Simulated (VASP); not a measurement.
# MgZrC (P-6m2) in VASP: a series of runs

MgZrC is run at these levels: PBE; tasks: single point, relaxation of cell and atoms.

Program: VASP 6.6.1. These are calculated values, not measurements. Logs are shortened: lines on timing, memory, paths and dates and some standing lists are left out, and cuts for length are marked.

### 1 The cell of the first run

It takes space group P-6m2 (No. 187, hexagonal). The conventional cell has a = 3.843 Å, b = 3.843 Å, c = 4.275 Å, α = 90.00°, β = 90.00°, γ = 120.00°. Mg (site symmetry -6m2) has 6 Zr at 3.08 Å and 6 C at 3.08 Å and 6 Mg at 3.84 Å within 4.1 Å. Zr (site symmetry -6m2) has 3 C at 2.22 Å within 2.9 Å. Within 2.9 Å of C (site symmetry -6m2) lie 3 Zr at 2.22 Å.

The cell was generated, and may not be a known phase.

### 2 Single point, PBE

INCAR reads:

```
SYSTEM = MgZrC
PREC = Accurate ; ENCUT = 520
EDIFF = 1E-6 ; ISMEAR = 0
SIGMA = 0.1 ; LREAL = .False.
LASPH = .True. ; NELM = 100
ALGO = Normal ; ISIF = 2
LWAVE = .False. ; LCHARG = .True.
GGA = PE ; LELF = .True.
LVHAR = .True. ; NBANDS = 16
```

KPOINTS reads:

```
Automatic mesh
0
Gamma
  6 6 4
  0 0 0
```

POSCAR reads:

```
MgZrC
1.0
    3.8434166100      0.0000000000      0.0000000000
   -1.9217083100      3.3284964200      0.0000000000
    0.0000000000      0.0000000000      4.2750356300
Mg Zr C
1 1 1
Direct
    0.0000000000      0.0000000000      0.0000000000
    0.6666666700      0.3333333300      0.5000000000
    0.3333333300      0.6666666700      0.5000000000
```

Potentials or basis: VASP PAW PBE potentials, release 64 (Mg, Zr_sv, C).

Launch:

```sh
$ cat potpaw_PBE.64/Mg/POTCAR potpaw_PBE.64/Zr_sv/POTCAR potpaw_PBE.64/C/POTCAR > POTCAR
$ mpirun -np 1 vasp_std > vasp.out
```

OUTCAR:

```text
SYSTEM = MgZrC
   PREC = Accurate
   ENCUT = 520
   EDIFF = 1E-6
   ISMEAR = 0
   LREAL = .False.
   LASPH = .True.
   NELM = 100
   ISIF = 2
   GGA = PE

 ion  position               nearest neighbor table
   1  0.000  0.000  0.000-   2 3.08   2 3.08   2 3.08   2 3.08   2 3.08   2 3.08
   2  0.667  0.333  0.500-   3 2.22   3 2.22   3 2.22   1 3.08   1 3.08   1 3.08   1 3.08   1 3.08
                             1 3.08
   3  0.333  0.667  0.500-   2 2.22   2 2.22   2 2.22

  LATTYP: Found a hexagonal cell.
 ALAT       =     3.8434166100
 C/A-ratio  =     1.1123008676

  Lattice vectors:

 A1 = (   3.8434166100,   0.0000000000,   0.0000000000)
 A2 = (  -1.9217083100,   3.3284964200,   0.0000000000)
 A3 = (   0.0000000000,   0.0000000000,   4.2750356300)

Analysis of symmetry for initial positions (statically):
=====================================================================
 Subroutine PRICEL returns:
 Original cell was already a primitive cell.

 Routine SETGRP: Setting up the symmetry group for a
 hexagonal supercell.

 Subroutine GETGRP returns: Found 12 space group operations
 (whereof 12 operations were pure point group operations)
 out of a pool of 24 trial point group operations.

The static configuration has the point symmetry D_3h.

Analysis of symmetry for dynamics (positions and initial velocities):
=====================================================================
 Subroutine PRICEL returns:
 Original cell was already a primitive cell.

 Routine SETGRP: Setting up the symmetry group for a
 hexagonal supercell.

 Subroutine GETGRP returns: Found 12 space group operations
 (whereof 12 operations were pure point group operations)
 out of a pool of 24 trial point group operations.

The dynamic configuration has the point symmetry D_3h.

 Subroutine INISYM returns: Found 12 space group operations
 (whereof 12 operations are pure point group operations),
 and found     1 'primitive' translations

----------------------------------------------------------------------------------------

                                     Primitive cell

  volume of cell :      54.6897

  direct lattice vectors                    reciprocal lattice vectors
     3.843416610  0.000000000  0.000000000     0.260185169  0.150217978  0.000000000
    -1.921708310  3.328496420  0.000000000     0.000000000  0.300435955  0.000000000
     0.000000000  0.000000000  4.275035630     0.000000000  0.000000000  0.233916179

  length of vectors
     3.843416610  3.843416611  4.275035630     0.300435955  0.300435955  0.233916179

  position of ions in fractional coordinates (direct lattice)
     0.000000000  0.000000000  0.000000000
     0.666666670  0.333333330  0.500000000
     0.333333330  0.666666670  0.500000000

  ion indices of the primitive-cell ions
   primitive index   ion index
                 1           1
                 2           2
                 3           3

----------------------------------------------------------------------------------------

 KPOINTS: Automatic mesh

Automatic generation of k-mesh.
 Grid dimensions read from file:
 generate k-points for:    6    6    4

 Generating k-lattice:

  Cartesian coordinates                     Fractional coordinates (reciprocal lattice)
     0.043364195  0.025036330  0.000000000     0.166666667  0.000000000  0.000000000
     0.000000000  0.050072659  0.000000000     0.000000000  0.166666667  0.000000000
     0.000000000  0.000000000  0.058479045     0.000000000  0.000000000  0.250000000

  Length of vectors
     0.050072659  0.050072659  0.058479045

  Shift w.r.t. Gamma in fractional coordinates (k-lattice)
     0.000000000  0.000000000  0.000000000

 Subroutine IBZKPT returns following result:
 ===========================================

 Found     21 irreducible k-points:

 Following reciprocal coordinates:
            Coordinates               Weight
  0.000000  0.000000  0.000000      1.000000
  0.166667  0.000000  0.000000      6.000000
  0.333333  0.000000  0.000000      6.000000
  0.500000  0.000000  0.000000      3.000000
  0.166667  0.166667  0.000000      6.000000
  0.333333  0.166667  0.000000     12.000000
[... 13 lines left out ...]
  0.333333  0.166667  0.500000     12.000000
  0.333333  0.333333  0.500000      2.000000
   k-points           NKPTS =     21   k-points in BZ     NKDIM =     21   number of bands    NBANDS=     16
   number of dos      NEDOS =    301   number of ions     NIONS =      3
   total plane-waves  NPLWV =  28800
   dimension x,y,z NGX =    30 NGY =   30 NGZ =   32
   dimension x,y,z NGXF=    60 NGYF=   60 NGZF=   64
   ions per type =               1   1   1
   NGX,Y,Z   is equivalent  to a cutoff of  12.98, 12.98, 12.44 a.u.
   NGXF,Y,Z  is equivalent  to a cutoff of  25.95, 25.95, 24.89 a.u.
 SYSTEM =  MgZrC
   PREC   = accura    normal or accurate (medium, high low for compatibility)
   ISTART =      0    job   : 0-new  1-cont  2-samecut
[... 120 lines left out ...]
     15      11.8328      0.00000
     16      11.9098      0.00000

 k-point     6 :       0.3333    0.1667    0.0000
  band No.  band energies     occupation
      1     -43.1871      2.00000
      2     -21.3980      2.00000
      3     -21.3041      2.00000
      4     -21.2925      2.00000
      5      -3.6528      2.00000
      6       1.5522      2.00000
[... 8 lines left out ...]
     15      11.2286      0.00000
     16      12.6580      0.00000

 k-point     7 :       0.3333    0.3333    0.0000
  band No.  band energies     occupation
      1     -43.1857      2.00000
      2     -21.3818      2.00000
      3     -21.3404      2.00000
      4     -21.3015      2.00000
      5      -3.4931      2.00000
      6       2.5411      2.00000
[... 8 lines left out ...]
     15      10.4425      0.00000
     16      13.0750      0.00000

 k-point     8 :       0.0000    0.0000    0.2500
  band No.  band energies     occupation
      1     -43.1982      2.00000
      2     -21.3403      2.00000
      3     -21.2174      2.00000
      4     -21.2174      2.00000
      5      -4.7347      2.00000
      6       1.4483      2.00000
[... 8 lines left out ...]
     15      12.5733      0.00000
     16      13.8931      0.00000

 k-point     9 :       0.1667    0.0000    0.2500
  band No.  band energies     occupation
      1     -43.1953      2.00000
      2     -21.3347      2.00000
      3     -21.2690      2.00000
      4     -21.2299      2.00000
      5      -4.4476      2.00000
      6       1.4290      2.00000
[... 8 lines left out ...]
     15      11.6860      0.00000
     16      12.8228      0.00000
[... 115 lines left out ...]
 k-point    16 :       0.1667    0.0000    0.5000
  band No.  band energies     occupation
      1     -43.1948      2.00000
      2     -21.3499      2.00000
      3     -21.2677      2.00000
      4     -21.2288      2.00000
      5      -4.2985      2.00000
      6       1.0880      2.00000
[... 8 lines left out ...]
     15      12.1713      0.00000
     16      12.4201      0.00000

 k-point    17 :       0.3333    0.0000    0.5000
  band No.  band energies     occupation
      1     -43.1891      2.00000
      2     -21.3683      2.00000
      3     -21.3377      2.00000
      4     -21.2536      2.00000
      5      -3.7547      2.00000
      6       1.4229      2.00000
[... 8 lines left out ...]
     15      11.8939      0.00000
     16      12.0787      0.00000

 k-point    18 :       0.5000    0.0000    0.5000
  band No.  band energies     occupation
      1     -43.1862      2.00000
      2     -21.4176      2.00000
      3     -21.3316      2.00000
      4     -21.2659      2.00000
      5      -3.4964      2.00000
      6       1.6628      2.00000
[... 8 lines left out ...]
     15      11.4706      0.00000
     16      13.7029      0.00000

 k-point    19 :       0.1667    0.1667    0.5000
  band No.  band energies     occupation
      1     -43.1905      2.00000
      2     -21.3408      2.00000
      3     -21.3345      2.00000
      4     -21.2565      2.00000
      5      -3.8842      2.00000
      6       1.3372      2.00000
[... 8 lines left out ...]
     15      11.3896      0.00000
     16      12.3145      0.00000

 k-point    20 :       0.3333    0.1667    0.5000
  band No.  band energies     occupation
      1     -43.1862      2.00000
      2     -21.3943      2.00000
      3     -21.3316      2.00000
      4     -21.2900      2.00000
      5      -3.4783      2.00000
      6       1.7403      2.00000
[... 8 lines left out ...]
     15      11.6775      0.00000
     16      12.7236      0.00000

 k-point    21 :       0.3333    0.3333    0.5000
  band No.  band energies     occupation
      1     -43.1848      2.00000
      2     -21.3791      2.00000
      3     -21.3368      2.00000
      4     -21.3286      2.00000
      5      -3.3340      2.00000
      6       2.0806      2.00000
[... 8 lines left out ...]
     15      11.4853      0.00000
     16      12.0587      0.00000

------------------------ aborting loop because EDIFF is reached ----------------------------------------

  FORCE on cell =-STRESS in cart. coord.  units (eV):
  Direction    XX          YY          ZZ          XY          YZ          ZX
  --------------------------------------------------------------------------------------
  -------------------------------------------------------------------------------------
  Total       -2.4429018     -2.4429018      1.4518434      0.0000000      0.0000000      0.0000000
  in kB      -71.5667491    -71.5667491     42.5329079      0.0000001      0.0000000      0.0000000
  external PRESSURE =     -33.5335301 kB  Pullay stress =       0.0000000 kB

 VOLUME and BASIS-vectors are now :
 -----------------------------------------------------------------------------
  energy-cutoff  :      520.00
  volume of cell :       54.69
      direct lattice vectors                 reciprocal lattice vectors
     3.843416610  0.000000000  0.000000000     0.260185169  0.150217978  0.000000000
    -1.921708310  3.328496420  0.000000000     0.000000000  0.300435955  0.000000000
     0.000000000  0.000000000  4.275035630     0.000000000  0.000000000  0.233916179

 POSITION                                       TOTAL-FORCE (eV/Angst)
 -----------------------------------------------------------------------------------
      0.00000      0.00000      0.00000        -0.000000      0.000000      0.000000
      1.92171      1.10950      2.13752         0.000000     -0.000000      0.000000
     -0.00000      2.21900      2.13752        -0.000000      0.000000      0.000000
 -----------------------------------------------------------------------------------
    total drift:                               -0.000029      0.000017      0.000000

  FREE ENERGIE OF THE ION-ELECTRON SYSTEM (eV)
  ---------------------------------------------------
  free  energy   TOTEN  =       -18.4637333136 eV

  energy  without entropy=      -18.4535698423  energy(sigma->0) =      -18.45865158
```

It took 41 s on 1 thread of Intel Xeon 8259CL, shared host; peak memory 0.18 GiB.

What came out:

| Property | Result |
| --- | --- |
| Free energy | -18.4637 eV |
| Pressure | -3.4 GPa |
| Band gap on the k mesh | zero (bands 9 and 10 overlap by 1.91 eV) |

Levels at points of the mesh, in eV from the Fermi level:
```tsv
k point	band 6	band 7	band 8	band 9	band 10	band 11	band 12	band 13
(0.00, 0.00, 0.00)	-3.40	-3.14	-3.14	-1.31	2.17	2.17	2.57	6.45
(0.50, 0.00, 0.00)	-4.09	-2.19	-1.44	-1.13	0.55	1.61	2.74	3.16
(0.00, 0.00, 0.50)	-4.51	-3.06	-3.06	1.37	1.43	1.43	2.63	3.06
(0.50, 0.00, 0.50)	-3.80	-3.30	-0.99	-0.79	0.59	1.37	2.58	3.34
```

Caveat: the k points lie up to 0.37 Å⁻¹ apart, too coarse for converged energies and pressures of a metal.

### 3 Single point, PBE, collinear spin

INCAR reads:

```
SYSTEM = MgZrC
PREC = Accurate
ENCUT = 520
EDIFF = 1E-7
ISMEAR = 0
SIGMA = 0.1
LREAL = .False.
LASPH = .True.
NELM = 150
ALGO = Normal
ISIF = 2
LWAVE = .False.
LCHARG = .False.
ISPIN = 2
MAGMOM = 0 1 0
LORBIT = 11
LMAXMIX = 4
GGA = PE
NBANDS = 20
```

KPOINTS is that of step 2.

POSCAR is that of step 2.

Potentials or basis: VASP PAW PBE potentials, release 64 (Mg, Zr_sv, C).

Launch:

```sh
$ cat potpaw_PBE.64/Mg/POTCAR potpaw_PBE.64/Zr_sv/POTCAR potpaw_PBE.64/C/POTCAR > POTCAR
$ mpirun -np 1 vasp_std > vasp.out
```

It took 1.8 min on 1 thread of Intel Xeon 8259CL, shared host; peak memory 0.21 GiB.

The run converged. Its results:

```yaml
Free_energy: -18.4637 eV
Pressure: -3.4 GPa
Band_gap_on_the_k_mesh: zero (filled and empty bands overlap)
Net_moment: 0.00 μB per cell
Valence_electrons_inside_the_program's_atomic_spheres: Mg 0.34; Zr 9.87; C 2.29
```

Stress tensor (GPa, compression positive):
```
-7.17  0.00  0.00
 0.00 -7.17  0.00
 0.00  0.00  4.22
```

Levels at points of the mesh, in eV from the Fermi level:
Spin up:
| k point | band 6 | band 7 | band 8 | band 9 | band 10 | band 11 | band 12 | band 13 |
| --- | --- | --- | --- | --- | --- | --- | --- | --- |
| (0.00, 0.00, 0.00) | -3.40 | -3.14 | -3.14 | -1.31 | 2.17 | 2.17 | 2.57 | 6.45 |
| (0.50, 0.00, 0.00) | -4.09 | -2.19 | -1.44 | -1.13 | 0.55 | 1.61 | 2.74 | 3.16 |
| (0.00, 0.00, 0.50) | -4.51 | -3.06 | -3.06 | 1.37 | 1.43 | 1.43 | 2.63 | 3.06 |
| (0.50, 0.00, 0.50) | -3.80 | -3.30 | -0.99 | -0.79 | 0.59 | 1.37 | 2.58 | 3.34 |
Spin down:
```
           k point  band 7  band 8  band 9  band 10  band 11  band 12
(0.00, 0.00, 0.00)   -3.14   -3.14   -1.31     2.17     2.17     2.57
(0.50, 0.00, 0.00)   -2.19   -1.44   -1.13     0.55     1.61     2.74
(0.00, 0.00, 0.50)   -3.06   -3.06    1.37     1.43     1.43     2.63
(0.50, 0.00, 0.50)   -3.30   -0.99   -0.79     0.59     1.37     2.58
```

Caveat: the k points lie up to 0.37 Å⁻¹ apart, too coarse for converged energies and pressures of a metal.

### 4 Single point, PBE

This run uses another cell than the first one, of 18.73 Å³/atom.

INCAR reads:

```
SYSTEM = MgZrC
ALGO     = Normal         ! electronic algorithm
EDIFF    = 1E-7           ! SCF threshold, eV
ENCUT    = 520            ! plane-wave cutoff, eV
GGA      = PE             ! functional
ISIF     = 2              ! what is computed and relaxed
ISMEAR   = 0              ! smearing method
LASPH    = .True.         ! aspherical terms in the spheres
LCHARG   = .False.        ! write CHGCAR
LREAL    = .False.        ! projectors in reciprocal space
LWAVE    = .False.        ! write WAVECAR
NBANDS   = 16             ! bands
NELM     = 60             ! most SCF steps
PREC     = Accurate       ! precision mode
SIGMA    = 0.1            ! smearing width, eV
```

KPOINTS reads:

```
k-points
0
Gamma
  12 12 12
  0 0 0
```

POSCAR reads:

```
MgZrC
1.0
    3.7298072000      0.0000000028      0.0000000000
   -1.8649036024      3.2301077850      0.0000000000
    0.0000000000      0.0000000000      4.6631594837
Mg Zr C
1 1 1
Direct
    0.0000000000      0.0000000000      0.0000000000
    0.6666666667      0.3333333333      0.5000000000
    0.3333333333      0.6666666667      0.5000000000
```

Launch:

```sh
$ cat potpaw_PBE.64/Mg/POTCAR potpaw_PBE.64/Zr_sv/POTCAR potpaw_PBE.64/C/POTCAR > POTCAR
$ mpirun -np 1 vasp_std > vasp.out
```

It took 2.9 min on 1 thread of Intel Xeon 8259CL, shared host; peak memory 0.28 GiB.

The run converged. Its results:

| Property | Result |
| --- | --- |
| Free energy | -18.5883 eV |
| Pressure | 0.0 GPa |
| Band gap on the k mesh | zero (bands 9 and 10 overlap by 1.32 eV) |

Stress tensor (GPa, compression positive):
```
 0.08  0.00  0.00
 0.00  0.08  0.00
 0.00  0.00 -0.08
```

Levels at points of the mesh, in eV from the Fermi level:
```
           k point  band 7  band 8  band 9  band 10  band 11  band 12
(0.00, 0.00, 0.00)   -3.14   -3.14   -1.79     2.35     2.35     3.39
(0.50, 0.00, 0.00)   -2.57   -1.45   -0.85     0.58     1.69     2.53
(0.00, 0.00, 0.50)   -3.10   -3.10    0.48     1.93     1.93     2.06
(0.50, 0.00, 0.50)   -3.13   -0.85   -0.78     1.04     1.37     2.24
```

### 5 Relaxation of cell and atoms, PBE

INCAR reads:

```
SYSTEM = MgZrC
PREC = Accurate ; ENCUT = 600
EDIFF = 1E-6 ; ISMEAR = 0
SIGMA = 0.1 ; LREAL = .FALSE.
LASPH = .TRUE. ; NELM = 60
ALGO = Normal ; ISIF = 3
LWAVE = .FALSE. ; LCHARG = .FALSE.
GGA = PE ; IBRION = 2
NSW = 100 ; EDIFFG = -0.01
```

KPOINTS reads:

```
regular mesh
0
G
  12 12 12
  0 0 0
```

POSCAR reads:

```
MgZrC
1.0
    3.8434166100      0.0000000000      0.0000000000
   -1.9217083100      3.3284964200      0.0000000000
    0.0000000000      0.0000000000      4.2750356300
Mg Zr C
1 1 1
Direct
    0.0000000000      0.0000000000      0.0000000000
    0.6666666700      0.3333333300      0.5000000000
    0.3333333300      0.6666666700      0.5000000000
```

Launch:

```sh
$ cat potpaw_PBE.64/Mg/POTCAR potpaw_PBE.64/Zr_sv/POTCAR potpaw_PBE.64/C/POTCAR > POTCAR
$ mpirun -np 1 vasp_std > vasp.out
```

It took 12 min on 1 thread of Intel Xeon 8259CL, shared host; peak memory 0.32 GiB.

The run converged. Its results:

| Quantity | Value |
| --- | --- |
| Free energy | -18.5884 eV |
| Relaxed volume | 18.70 Å³/atom |
| Relaxed cell | a = 3.731 Å, b = 3.731 Å, c = 4.653 Å, α = 90.00°, β = 90.00°, γ = 120.00° |
| Space group after relaxing (to 0.1 Å) | P-6m2 (No. 187) |
| Energy gained by relaxing | 43.4 meV/atom |
| Ionic steps | 7 |
| Pressure after relaxing | 0.0 GPa |
| Band gap on the k mesh | zero (bands 9 and 10 overlap by 1.34 eV) |

The path:
```tsv
step	energy change (eV)	largest force (eV/Å)	pressure (GPa)	volume (Å³)
1	0.0000	0.0000	-3.38	54.69
2	-0.0571	0.0000	5.63	51.64
3	-0.0735	0.0000	2.48	52.58
4	-0.1093	0.0000	1.55	53.89
5	-0.1297	0.0000	0.40	55.94
6	-0.1295	0.0000	-0.52	56.32
7	-0.1301	0.0000	0.01	56.09
```

Final structure:
```
Mg Zr C
1.0
     3.73095    0.00000    0.00000
    -1.86547    3.23110    0.00000
     0.00000    0.00000    4.65315
Mg Zr C
1 1 1
Direct
  0.00000 0.00000 0.00000
  0.66667 0.33333 0.50000
  0.33333 0.66667 0.50000
```

Levels at points of the mesh, in eV from the Fermi level:
```tsv
k point	band 7	band 8	band 9	band 10	band 11	band 12
(0.00, 0.00, 0.00)	-3.14	-3.14	-1.78	2.35	2.35	3.38
(0.50, 0.00, 0.00)	-2.56	-1.45	-0.86	0.58	1.69	2.54
(0.00, 0.00, 0.50)	-3.11	-3.11	0.50	1.92	1.92	2.07
(0.50, 0.00, 0.50)	-3.13	-0.85	-0.79	1.03	1.38	2.24
```

### 6 The runs side by side

```csv
task,spin,cell,k mesh,cutoff (eV),gap on the mesh (eV),pressure (GPa)
single point,off,"a = 3.843, b = 3.843, c = 4.275 Å, angles 90.0, 90.0, 120.0°, 3 atoms",6 × 6 × 4,520,none,-3.4
single point,collinear,"a = 3.843, b = 3.843, c = 4.275 Å, angles 90.0, 90.0, 120.0°, 3 atoms",6 × 6 × 4,520,none,-3.4
single point,off,"a = 3.730, b = 3.730, c = 4.663 Å, angles 90.0, 90.0, 120.0°, 3 atoms",12 × 12 × 12,520,none,0.0
relaxation of cell and atoms,off,"relaxed from a = 3.843, b = 3.843, c = 4.275 Å, angles 90.0, 90.0, 120.0°, 3 atoms",12 × 12 × 12,600,none,0.0
```

Alike in all rows: level PBE; potentials or basis VASP PAW PBE potentials, release 64 (Mg, Zr_sv, C); smearing gaussian 0.1 eV.

Caveats: some runs use coarse meshes.

Total energies depend on the potentials used, so only differences within one code and one set of settings carry meaning.
